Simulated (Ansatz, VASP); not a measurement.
# Two plane-wave programs on BeS

The input INCAR:

```
PREC = Accurate ; ENCUT = 520
EDIFF = 1E-6 ; ISMEAR = 0
SIGMA = 0.05 ; LREAL = F
LASPH = T ; NELM = 100
ALGO = Normal ; ISIF = 2
LWAVE = F ; LCHARG = F
GGA = PS ; NBANDS = 11
```

The input KPOINTS:

```
Automatic mesh
0
Gamma
  10 10 10
```

Contents of POSCAR:

```
BeS
1.0
    0.0000000000      2.4890884163      2.2972666509
    2.2972666509      0.0000000000      2.2972666509
    2.2972666509      2.4890884163      0.0000000000
Be S
1 1
Direct
    0.0000000000      0.0000000000      0.0000000000
    0.7500000000      0.7500000000      0.7500000000
```

Input for Ansatz:

```yaml
crystal:
  lattice:
    - [0.0, 2.4890884163, 2.2972666509]
    - [2.2972666509, 0.0, 2.2972666509]
    - [2.2972666509, 2.4890884163, 0.0]
  atoms:
    - { symbol: Be, position: [0.0, 0.0, 0.0] }
    - { symbol: S, position: [0.75, 0.75, 0.75] }
basis:
  ecutwfc: 520.0
kpoints:
  mp_grid: { grid: [10, 10, 10] }
hamiltonian:
  xc: pbesol
scf:
  occupations: { method: gaussian, width: 0.05 }
output:
  forces: true
  stress: true
  eigenvalues: true
  write_density: true
  write_potential: true
  elf: true
  volumetric_format: npy
```

Alike in both runs: task single point; functional PBEsol; k mesh 10 × 10 × 10; occupations gaussian, width 0.05 eV; no spin polarisation.

|  | VASP | Ansatz |
| --- | --- | --- |
| version | VASP 6.6.1 | Ansatz 0.2.0 |
| potentials or method | VASP PAW PBE potentials, release 64 (Be, S), cutoff 520 eV | scalar-relativistic, plane waves, PAW |
| valence electrons in the cell | 8 | 8 |

Ansatz gave:

```
gap on the k mesh at the Fermi level (eV)                     : 2.33
least direct gap on the mesh (eV)                             : 5.37
pressure (GPa)                                                : 8.3
traceless stress, the component that is largest in VASP (GPa) : -6.15
```

Question: Which values does VASP return?

Answer: gap on the k mesh at the Fermi level (eV): 2.34; least direct gap on the mesh (eV): 5.40; pressure (GPa): 8.4; traceless stress, the component that is largest in VASP (GPa): -6.11.

VASP's potentials were made for PBE, not for PBEsol.
